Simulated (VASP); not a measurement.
A run of VASP 6.6.1 is set up as follows.

The input INCAR:

```
ALGO = Fast
EDIFF = 1E-6
EDIFFG = -0.01
ENCUT = 600
GGA = PS
IBRION = 2
ISIF = 3
ISMEAR = -1
LASPH = True
LCHARG = False
LREAL = False
LWAVE = False
NELM = 60
NSW = 60
PREC = Accurate
SIGMA = 0.05
```

KPOINTS

```
k-points
0
Gamma
  10 10 10
```

POSCAR

```
In
1.0
   -1.8825252400      1.8825252400      1.8825252400
    1.8825252400     -1.8825252400      1.8825252400
    1.8825252400      1.8825252400     -1.8825252400
In
1
Direct
    0.0000000000      0.0000000000      0.0000000000
```

Potentials or basis: VASP PAW PBE potentials, release 64 (In_d).

Run with:

```console
$ cat potpaw_PBE.64/In_d/POTCAR > POTCAR
$ mpirun -np 1 vasp_std > vasp.out
```

Question: Predict the relaxed cell.

Answer: a = 3.227 Å, b = 3.227 Å, c = 3.227 Å, α = 109.47°, β = 109.47°, γ = 109.47°.

Question: Predict the space group after relaxing (to 0.05 Å).

Answer: Im-3m (No. 229).

Question: Estimate the relaxed volume.

Answer: 25.86 Å³/atom.

The path:
```tsv
step	energy change (eV)	largest force (eV/Å)	pressure (GPa)	volume (Å³)
1	0.0000	0.0000	-1.29	26.69
2	-0.0038	0.0000	-0.02	25.86
```

Caveat: the PAW data sets were made with another functional, which shifts forces and pressure a little.
